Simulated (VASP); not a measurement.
A run of VASP 6.6.1 is set up as follows.

INCAR

```
SYSTEM = Na4IN
PREC     = Accurate       ! precision mode
ENCUT    = 600            ! plane-wave cutoff, eV
EDIFF    = 1E-6           ! SCF threshold, eV
ISMEAR   = 0              ! smearing method
SIGMA    = 0.15           ! smearing width, eV
LREAL    = .False.        ! projectors in reciprocal space
LASPH    = .True.         ! aspherical terms in the spheres
NELM     = 120            ! most SCF steps
ALGO     = Normal         ! electronic algorithm
ISIF     = 2              ! what is computed and relaxed
LWAVE    = .False.        ! write WAVECAR
LCHARG   = .True.         ! write CHGCAR
GGA      = PE             ! functional
LELF     = .True.         ! ELF
LVHAR    = .True.       
NBANDS   = 29             ! bands
GGA_COMPAT= .False.
```

The input KPOINTS:

```
regular mesh
0
Gamma
  3 3 3
  0 0 0
```

POSCAR

```
Na4IN
1.0
    0.0000000000      4.2091672169      4.2091672169
    4.2091672169      0.0000000000      4.2091672169
    4.2091672169      4.2091672169      0.0000000000
Na I N
4 1 1
Direct
    0.8709973486      0.3763342171      0.3763342171
    0.3763342171      0.3763342171      0.3763342171
    0.3763342171      0.8709973486      0.3763342171
    0.3763342171      0.3763342171      0.8709973486
    0.0000000000      0.0000000000      0.0000000000
    0.7500000000      0.7500000000      0.7500000000
```

Potentials or basis: VASP PAW PBE potentials, release 64 (Na_pv, I, N).

Run with:

```sh
$ cat potpaw_PBE.64/Na_pv/POTCAR potpaw_PBE.64/I/POTCAR potpaw_PBE.64/N/POTCAR > POTCAR
$ mpirun -np 1 vasp_std > vasp.out
```

(1) Estimate the pressure.

(2) What does it give for the band gap on the k mesh?

(3) What does it give for the largest force?

Answers

(1) 0.2 GPa.

(2) zero (bands 20 and 21 overlap by 0.31 eV).

(3) 0.074 eV/Å.

Caveat: the k points lie up to 0.43 Å⁻¹ apart; spin-orbit coupling is left out, which moves the levels of the heavy elements.
